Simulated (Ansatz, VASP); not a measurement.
## SiGe: VASP beside Ansatz

```
Si Ge
1.0
     3.93473    0.00000    0.00000
    -1.96736    3.40757    0.00000
     0.00000    0.00000    5.93711
Si Ge
2 2
Direct
  0.66667 0.33333 0.87450
  0.33333 0.66667 0.37450
  0.66667 0.33333 0.50050
  0.33333 0.66667 0.00050
```

Alike in both runs: task single point; functional LDA; k mesh 12 × 12 × 6; occupations gaussian, width 0.03 eV; no spin polarisation.

|  | VASP | Ansatz |
| --- | --- | --- |
| version | VASP 6.6.1 | Ansatz 0.2.0 |
| potentials or method | VASP PAW LDA potentials, release 64 (Si, Ge_d), cutoff 520 eV | scalar-relativistic, plane waves, PAW |
| valence electrons in the cell | 36 | 36 |

```csv
,VASP,Ansatz,Ansatz less VASP
gap on the k mesh at the Fermi level (eV),none,none,-
pressure (GPa),5.4,5.3,-0.12
"traceless stress, the component that is largest in VASP (GPa)",16.51,16.47,-0.046
rms of the force components (eV/Å),0.824,0.822,-0.0018
```

Ansatz warns that its potentials were made for another functional, while VASP's fit it. LDA's correlation is that of Perdew and Zunger in VASP and of Perdew and Wang (1992) in Ansatz. Atom by atom the forces differ by 0.002 eV/Å (rms over components). A gap of «none» marks a metal or a gap that the smearing closes.
